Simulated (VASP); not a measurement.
A run of VASP 6.6.1 is set up as follows.

The input POSCAR:

```
BaTe
1.0
    0.2079538831      3.5792638779      3.5792638779
    3.5792638779      0.2079538831      3.5792638779
    3.5792638779      3.5792638779      0.2079538831
Ba Te
1 1
Direct
    0.0000000000      0.0000000000      0.0000000000
    0.5000000000      0.5000000000      0.5000000000
```

File INCAR.step1:

```
SYSTEM = BaTe
PREC = Accurate
ENCUT = 520
EDIFF = 1E-5
ISMEAR = 0
SIGMA = 0.01
LREAL = .False.
LASPH = .True.
NELM = 60
ALGO = Normal
ISIF = 2
LWAVE = .True.
LCHARG = .False.
GGA = PE
NBANDS = 15
```

Contents of INCAR.step2:

```
SYSTEM = BaTe
PREC = Accurate
ENCUT = 520
EDIFF = 1E-7
ISMEAR = 0
SIGMA = 0.01
LREAL = .False.
LASPH = .True.
NELM = 60
ALGO = Normal
ISIF = 2
LWAVE = .False.
LCHARG = .False.
GGA = PE
LHFCALC = .True.
HFSCREEN = 0.2079
PRECFOCK = Normal
ISTART = 1
NBANDS = 15
```

KPOINTS

```
regular mesh
0
Gamma
  4 4 4
  0 0 0
```

Potentials or basis: VASP PAW PBE potentials, release 64 (Ba_sv, Te).

The run is started by

```sh
$ cat potpaw_PBE.64/Ba_sv/POTCAR potpaw_PBE.64/Te/POTCAR > POTCAR
$ cp INCAR.step1 INCAR
$ mpirun -np 1 vasp_std > vasp.out
$ cp INCAR.step2 INCAR
$ mpirun -np 1 vasp_std > vasp.out
```

Q: Predict the band gap on the k mesh.

A: 2.02 eV (least direct gap 2.45 eV).

Q: Predict the pressure.

A: 1.6 GPa.

Stress tensor (GPa, compression positive):
```
 1.59 -0.82 -0.82
-0.82  1.59 -0.82
-0.82 -0.82  1.59
```

Caveat: the cell differs from its parent crystal (epitaxial 111 strain -4.6%); the PAW data sets were made with another functional, which shifts forces and pressure a little; spin-orbit coupling is left out, which moves the levels of the heavy elements. A k mesh can miss the band edges.
